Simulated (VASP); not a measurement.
# GeIrF3 (R-3) in VASP: single point with r2SCAN

Aim: the single point of GeIrF3 with r2SCAN.

All numbers are computed with VASP 6.6.1; they aren't measurements. Logs are shortened: lines on timing, memory, paths and dates and some standing lists are left out, and cuts for length are marked.

**1. The cell of the first run**

The structure is trigonal, space group R-3 (No. 148). The conventional cell has a = 5.562 Å, b = 5.562 Å, c = 15.378 Å, α = 90.00°, β = 90.00°, γ = 120.00°. Ir (site symmetry 3) has 1 Ge at 2.27 Å and 3 F at 2.58 Å within 3.0 Å. Within 2.4 Å of Ge (site symmetry 3) lie 6 F at 1.81 to 2.38 Å and 1 Ir at 2.27 Å. F (site symmetry 1) has 2 Ge at 1.81 to 2.38 Å within 2.4 Å.

**2. Single point, r2SCAN**

File POSCAR:

```
GeIrF3
1.0
    2.7808180649      4.8165181750      0.0000016879
   -2.7808180649      4.8165181750      0.0000016879
   -2.7808180649      1.6055042620      5.1259787661
Ir Ge F
2 2 6
Direct
    0.3393476125      0.3213047749      0.0180428376
    0.6606523875      0.6786952251      0.9819571624
    0.1915322677      0.6169354645      0.5745968032
    0.8084677323      0.3830645355      0.4254031968
    0.6621136982      0.1774277709      0.6439365653
    0.1604585309      1.0181771329      0.6439365653
    0.8213643362      0.5165219656      0.6439365653
    0.3378863018      0.8225722291      0.3560634347
    0.8395414691     -0.0181771329      0.3560634347
    0.1786356638      0.4834780344      0.3560634347
```

File INCAR.step1:

```
PREC = Accurate
ENCUT = 520
ISMEAR = -1
SIGMA = 0.1
LREAL = False
LASPH = True
NELM = 100
NBANDS = 55
GGA = PE
ALGO = Normal
EDIFF = 1E-4
LWAVE = True
LCHARG = False
```

File INCAR.step2:

```
PREC = Accurate
ENCUT = 520
EDIFF = 1E-6
ISMEAR = -1
SIGMA = 0.1
LREAL = False
LASPH = True
NELM = 100
ALGO = Normal
ISIF = 2
LWAVE = False
LCHARG = False
METAGGA = R2SCAN
LMIXTAU = True
NBANDS = 55
ISTART = 1
```

File KPOINTS:

```
regular mesh
0
Gamma
  5 5 5
```

Potentials or basis: VASP PAW PBE potentials, release 64 (Ir, Ge_d, F).

Started as:

```bash
$ cat potpaw_PBE.64/Ir/POTCAR potpaw_PBE.64/Ge_d/POTCAR potpaw_PBE.64/F/POTCAR > POTCAR
$ cp INCAR.step1 INCAR
$ mpirun -np 1 vasp_std > vasp.out
$ cp INCAR.step2 INCAR
$ mpirun -np 1 vasp_std > vasp.out
```

OUTCAR:

```text
PREC = Accurate
   ENCUT = 520
   EDIFF = 1E-6
   ISMEAR = -1
   LREAL = False
   LASPH = True
   NELM = 100
   ISIF = 2
   METAGGA = R2SCAN
   ISTART = 1

 ion  position               nearest neighbor table
   1  0.339  0.321  0.018-   3 2.27   8 2.58  10 2.58   9 2.58   2 3.22   2 3.22   2 3.22
   2  0.661  0.679  0.982-   4 2.27   5 2.58   7 2.58   6 2.58   1 3.22   1 3.22   1 3.22
   3  0.192  0.617  0.575-  10 1.81   9 1.81   8 1.81   1 2.27   7 2.38   5 2.38   6 2.38
   4  0.808  0.383  0.425-   7 1.81   6 1.81   5 1.81   2 2.27  10 2.38   8 2.38   9 2.38
   5  0.662  0.177  0.644-   4 1.81   3 2.38   2 2.58
   6  0.160  0.018  0.644-   4 1.81   3 2.38   2 2.58
   7  0.821  0.517  0.644-   4 1.81   3 2.38   2 2.58
   8  0.338  0.823  0.356-   3 1.81   4 2.38   1 2.58
   9  0.840  0.982  0.356-   3 1.81   4 2.38   1 2.58
  10  0.179  0.483  0.356-   3 1.81   4 2.38   1 2.58

  LATTYP: Found a trigonal (rhomboedric) cell.
 ALAT       =     6.0486569878
 COS(alpha) =     0.5772756802

  Lattice vectors:

 A1 = (  -2.7808180649,   1.6055042620,   5.1259787661)
 A2 = (   0.0000000000,  -3.2110139130,   5.1259770782)
 A3 = (   2.7808180649,   1.6055042620,   5.1259787661)

Analysis of symmetry for initial positions (statically):
=====================================================================
 Subroutine PRICEL returns:
 Original cell was already a primitive cell.

 Routine SETGRP: Setting up the symmetry group for a
 trigonal (rhombohedral) supercell.

 Subroutine GETGRP returns: Found  6 space group operations
 (whereof  6 operations were pure point group operations)
 out of a pool of 12 trial point group operations.

The static configuration has the point symmetry S_6 .

Analysis of symmetry for dynamics (positions and initial velocities):
=====================================================================
 Subroutine PRICEL returns:
 Original cell was already a primitive cell.

 Routine SETGRP: Setting up the symmetry group for a
 trigonal (rhombohedral) supercell.

 Subroutine GETGRP returns: Found  6 space group operations
 (whereof  6 operations were pure point group operations)
 out of a pool of 12 trial point group operations.

The dynamic configuration has the point symmetry S_6 .

 Subroutine INISYM returns: Found  6 space group operations
 (whereof  6 operations are pure point group operations),
 and found     1 'primitive' translations

----------------------------------------------------------------------------------------

                                     Primitive cell

  volume of cell :     137.3133

  direct lattice vectors                    reciprocal lattice vectors
     2.780818065  4.816518175  0.000001688     0.179803205  0.103809406  0.065028275
    -2.780818065  4.816518175  0.000001688    -0.179803205  0.103809474 -0.130056441
    -2.780818065  1.605504262  5.125978766     0.000000000 -0.000000068  0.195084716

  length of vectors
     5.561636130  5.561636130  6.048656988     0.217564385  0.244990361  0.195084716

  position of ions in fractional coordinates (direct lattice)
     0.339347612  0.321304775  0.018042838
     0.660652388  0.678695225  0.981957162
     0.191532268  0.616935465  0.574596803
     0.808467732  0.383064535  0.425403197
     0.662113698  0.177427771  0.643936565
     0.160458531  0.018177133  0.643936565
     0.821364336  0.516521966  0.643936565
     0.337886302  0.822572229  0.356063435
     0.839541469  0.981822867  0.356063435
     0.178635664  0.483478034  0.356063435

  ion indices of the primitive-cell ions
   primitive index   ion index
                 1           1
                 2           2
                 3           3
                 4           4
                 5           5
                 6           6
                 7           7
                 8           8
                 9           9
                10          10

----------------------------------------------------------------------------------------

 KPOINTS: regular mesh

Automatic generation of k-mesh.
 Grid dimensions read from file:
 generate k-points for:    5    5    5

 Generating k-lattice:

  Cartesian coordinates                     Fractional coordinates (reciprocal lattice)
     0.035960641  0.020761881  0.013005655     0.200000000  0.000000000  0.000000000
    -0.035960641  0.020761895 -0.026011288     0.000000000  0.200000000  0.000000000
     0.000000000 -0.000000014  0.039016943     0.000000000  0.000000000  0.200000000

  Length of vectors
     0.043512877  0.048998072  0.039016943

  Shift w.r.t. Gamma in fractional coordinates (k-lattice)
     0.000000000  0.000000000  0.000000000

 Subroutine IBZKPT returns following result:
 ===========================================

 Found     23 irreducible k-points:

 Following reciprocal coordinates:
            Coordinates               Weight
  0.000000  0.000000  0.000000      1.000000
  0.200000  0.000000  0.000000      6.000000
  0.400000  0.000000  0.000000      6.000000
 -0.000000  0.200000 -0.000000      6.000000
  0.400000  0.200000 -0.000000      6.000000
 -0.400000  0.200000  0.000000      6.000000
[... 15 lines left out ...]
 -0.000000 -0.000000  0.400000      2.000000
  0.200000  0.000000  0.400000      6.000000
   k-points           NKPTS =     23   k-points in BZ     NKDIM =     23   number of bands    NBANDS=     55
   number of dos      NEDOS =    301   number of ions     NIONS =     10
   total plane-waves  NPLWV =  84672
   dimension x,y,z NGX =    42 NGY =   42 NGZ =   48
   dimension x,y,z NGXF=    84 NGYF=   84 NGZF=   96
   ions per type =               2   2   6
   NGX,Y,Z   is equivalent  to a cutoff of  12.55, 12.55, 13.19 a.u.
   NGXF,Y,Z  is equivalent  to a cutoff of  25.11, 25.11, 26.39 a.u.
 SYSTEM =  unknown system
   PREC   = accura    normal or accurate (medium, high low for compatibility)
   ISTART =      1    job   : 0-new  1-cont  2-samecut
   ICHARG =      0    charge: 1-file 2-atom 10-const
   ISPIN  =      1    spin polarized calculation?
   LNONCOLLINEAR =      F non collinear calculations
   LSORBIT =      F    spin-orbit coupling
   LASPH  =      T    aspherical Exc in radial PAW
   ENCUT  =  520.0 eV  38.22 Ry    6.18 a.u.  10.34 10.34 11.25*2*pi/ulx,y,z
   NELM   =    100;   NELMIN=  2; NELMDL=  0     # of ELM steps
   EDIFF  = 0.1E-05   stopping-criterion for ELM
   LREAL  =      F    real-space projection
[... 7 lines left out ...]
   TEBEG  =    0.0;   TEEND  =   0.0 temperature during run
   PSTRESS=    0.0 pullay stress
   NELECT =      88.0000    total number of electrons
   NUPDOWN=      -1.0000    fix difference up-down
   EMIN   =  10.00;   EMAX   =-10.00  energy-range for DOS
   EFERMI =   0.00;   METHOD = LEGACY
   ISMEAR =    -1;   SIGMA  =   0.10  broadening in eV -4-tet -1-fermi 0-gaus
   EFERMI_NEDOS =   21; number of points for ismear=-14 and -15
   IALGO  =     38    algorithm
   IMIX   =      4    mixing-type and parameters
     AMIX     =   0.40;   BMIX     =  1.00
     AMIX_MAG =   1.60;   BMIX_MAG =  1.00
  volume/ion in A,a.u.               =      13.73        92.66
  Fermi-wavevector in a.u.,A,eV,Ry     =   1.411448  2.667250 27.105328  1.992185
  Thomas-Fermi vector in A             =   2.533298
   LORBIT       =      0    0 simple, 1 ext, 2 COOP (PROOUT), +10 PAW based schemes
   METAGGA = R2SCAN    functional components
   LHFCALC =     F    Hartree Fock is set to
   AEXX    =    0.0000 exact exchange contribution
   IVDW    =     0    specifies the selected vdW correction
   LEPSILON=     F    determine dielectric tensor
   LRPA    =     F    only Hartree local field effects (RPA)
 non-spin polarized calculation
  energy-cutoff  :      520.00
  volume of cell :      137.31
 maximum number of plane-waves:      3710
 NGX is ok and might be reduce to    42
   NGX = 21   NGY = 21   NGZ = 23

 number of electron      88.0000006 magnetization

 Free energy of the ion-electron system (eV)
  ---------------------------------------------------
  ext. energy  EPLUGINS =         0.00000000
  ---------------------------------------------------
  free energy    TOTEN  =      -162.24093527 eV

  energy without entropy =     -162.06486116  energy(sigma->0) =     -162.15289821

 E-fermi :   3.1817     XC(G=0): -11.2580

 val. band max:        3.1801787591   @ k =   0.4000   0.0000   0.2000
 cond. band min:       3.1871143661   @ k =  -0.0000  -0.4000   0.2000
 fundamental gap:      0.0069356071
 Fermi energy:         3.1816626765

 k-point     1 :       0.0000    0.0000    0.0000
  band No.  band energies     occupation
      1     -23.5950      2.00000
      2     -23.5949      2.00000
      3     -23.5387      2.00000
      4     -23.4407      2.00000
      5     -23.4406      2.00000
      6     -22.7671      2.00000
[... 47 lines left out ...]
     54      10.5972      0.00000
     55      11.6819      0.00000

 k-point     2 :       0.2000    0.0000    0.0000
  band No.  band energies     occupation
      1     -23.6143      2.00000
      2     -23.5904      2.00000
      3     -23.4568      2.00000
      4     -23.4466      2.00000
      5     -23.4373      2.00000
      6     -22.8067      2.00000
[... 47 lines left out ...]
     54      11.2801      0.00000
     55      11.7013      0.00000

 k-point     3 :       0.4000    0.0000    0.0000
  band No.  band energies     occupation
      1     -23.6128      2.00000
      2     -23.5706      2.00000
      3     -23.4948      2.00000
      4     -23.4504      2.00000
      5     -23.2633      2.00000
      6     -22.9206      2.00000
[... 1094 lines left out ...]
 k-point    22 :      -0.0000   -0.0000    0.4000
  band No.  band energies     occupation
      1     -23.5954      2.00000
      2     -23.5953      2.00000
      3     -23.5262      2.00000
      4     -23.4430      2.00000
      5     -23.4429      2.00000
      6     -22.7624      2.00000
[... 47 lines left out ...]
     54      12.7749      0.00000
     55      12.7750      0.00000

 k-point    23 :       0.2000    0.0000    0.4000
  band No.  band energies     occupation
      1     -23.6115      2.00000
      2     -23.5908      2.00000
      3     -23.4592      2.00000
      4     -23.4473      2.00000
      5     -23.4303      2.00000
      6     -22.8046      2.00000
[... 47 lines left out ...]
     54      12.4077      0.00000
     55      12.4962      0.00000

------------------------ aborting loop because EDIFF is reached ----------------------------------------

  FORCE on cell =-STRESS in cart. coord.  units (eV):
  Direction    XX          YY          ZZ          XY          YZ          ZX
  --------------------------------------------------------------------------------------
  -------------------------------------------------------------------------------------
  Total        0.4170190      0.4170190      0.8514094      0.0000050     -0.0000002     -0.0000000
  in kB        4.8657959      4.8657959      9.9342819      0.0000587     -0.0000018     -0.0000000
  external PRESSURE =       6.5552912 kB  Pullay stress =       0.0000000 kB

 VOLUME and BASIS-vectors are now :
 -----------------------------------------------------------------------------
  energy-cutoff  :      520.00
  volume of cell :      137.31
      direct lattice vectors                 reciprocal lattice vectors
     2.780818065  4.816518175  0.000001688     0.179803205  0.103809406  0.065028275
    -2.780818065  4.816518175  0.000001688    -0.179803205  0.103809474 -0.130056441
    -2.780818065  1.605504262  5.125978766     0.000000000 -0.000000068  0.195084716

 POSITION                                       TOTAL-FORCE (eV/Angst)
 -----------------------------------------------------------------------------------
     -0.00000      3.21101      0.09249        -0.000000     -0.000000      0.082820
     -2.78082      8.02753      5.03349        -0.000000      0.000000     -0.082820
     -2.78082      4.81652      2.94537        -0.000000     -0.000000      0.313440
      0.00000      6.42202      2.18061         0.000000      0.000000     -0.313440
     -0.44285      5.07751      3.30081        -0.051718     -0.144508      0.121858
     -1.39501      1.89424      3.30081         0.151007      0.027465      0.121858
     -0.94296      7.47780      3.30081        -0.099289      0.117043      0.121858
     -2.33797      6.16103      1.82518         0.051718      0.144508     -0.121858
     -1.38581      9.34430      1.82518        -0.151007     -0.027465     -0.121858
     -1.83786      3.76074      1.82517         0.099289     -0.117043     -0.121858
 -----------------------------------------------------------------------------------
    total drift:                               -0.000000      0.000000      0.000000

  FREE ENERGIE OF THE ION-ELECTRON SYSTEM (eV)
  ---------------------------------------------------
  free  energy   TOTEN  =      -162.2409352656 eV

  energy  without entropy=     -162.0648611628  energy(sigma->0) =     -162.15289821
```

Wall time 24 min (1 thread of AMD EPYC 7R43 (Zen 3), shared host); peak memory 0.35 GiB.

Results:

| Quantity | Value |
| --- | --- |
| Free energy | -162.2409 eV |
| Pressure | 0.7 GPa |
| Largest force | 0.313 eV/Å |
| Band gap on the k mesh | zero (band 44 reaches 3.37 eV, above the bottom of band 45 at 2.71 eV) |

Forces on the atoms (eV/Å):
```
Ir   0.000  0.000  0.083
Ir   0.000  0.000 -0.083
Ge   0.000  0.000  0.313
Ge   0.000  0.000 -0.313
F   -0.052 -0.145  0.122
F    0.151  0.027  0.122
F   -0.099  0.117  0.122
F    0.052  0.145 -0.122
F   -0.151 -0.027 -0.122
F    0.099 -0.117 -0.122
```

Caveat: the PAW data sets were made with another functional, which shifts forces and pressure a little; spin-orbit coupling is left out, which moves the levels of the heavy elements.
